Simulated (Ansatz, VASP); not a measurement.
## One calculation of TaAs, two programs

Contents of INCAR:

```
SYSTEM = TaAs
PREC = Accurate
ENCUT = 520
EDIFF = 1E-6
ISMEAR = -1
SIGMA = 0.05
LREAL = .FALSE.
LASPH = .TRUE.
NELM = 100
ALGO = Normal
ISIF = 2
LWAVE = .FALSE.
LCHARG = .TRUE.
LELF = .TRUE.
LVHAR = .TRUE.
NBANDS = 24
```

File KPOINTS:

```
Automatic mesh
0
G
  11 11 11
  0 0 0
```

Contents of POSCAR:

```
TaAs
1.0
   -1.7102572196      1.7102572196      5.8285581915
    1.7102572196     -1.7102572196      5.8285581915
    1.7102572196      1.7102572196     -5.8285581915
Ta As
2 2
Direct
    0.4999673000      0.4999673000      0.0000000000
    0.2499673000      0.7499673000      0.5000000000
    0.0826321200      0.0826321200      0.0000000000
    0.8326321200      0.3326321200      0.5000000000
```

File input.yaml:

```yaml
crystal:
  lattice:
    - [-1.7102572196, 1.7102572196, 5.8285581915]
    - [1.7102572196, -1.7102572196, 5.8285581915]
    - [1.7102572196, 1.7102572196, -5.8285581915]
  atoms:
    - { symbol: Ta, position: [0.4999673, 0.4999673, 0.0] }
    - { symbol: Ta, position: [0.2499673, 0.7499673, 0.5] }
    - { symbol: As, position: [0.08263212, 0.08263212, 0.0] }
    - { symbol: As, position: [0.83263212, 0.33263212, 0.5] }
kpoints:
  mp_grid: { grid: [11, 11, 11] }
scf:
  occupations: { method: fermi_dirac, width: 0.05 }
hamiltonian:
  xc: lda
  pseudopotentials: { kind: all_electron, lapw: { basis_error: 0.002 } }
output:
  forces: true
  stress: true
  eigenvalues: true
```

Change from the starting cell: volume scaled by 0.98.

Alike in both runs: task single point; functional LDA; k mesh 11 × 11 × 11; occupations fermi-dirac, width 0.05 eV; no spin polarisation.

|  | VASP | Ansatz |
| --- | --- | --- |
| version | VASP 6.6.1 | Ansatz 0.2.0 |
| potentials or method | VASP PAW LDA potentials, release 64 (Ta_pv, As), cutoff 520 eV | all-electron LAPW, scalar-relativistic |

|  | VASP | Ansatz | Ansatz less VASP |
| --- | --- | --- | --- |
| gap on the k mesh at the Fermi level (eV) | none | none | - |
| pressure (GPa) | -2.9 | -4.0 | -1.05 |
| traceless stress, the component that is largest in VASP (GPa) | -0.47 | -0.36 | +0.111 |
| rms of the force components (eV/Å) | 0.019 | 0.016 | -0.0030 |

LDA's correlation is that of Perdew and Zunger in VASP and of Perdew and Wang (1992) in Ansatz. Atom by atom the forces differ by 0.003 eV/Å (rms over components). A gap of «none» marks a metal or a gap that the smearing closes. Ansatz ran all-electron here, and VASP with PAW potentials.

Neither program's run includes spin-orbit coupling.
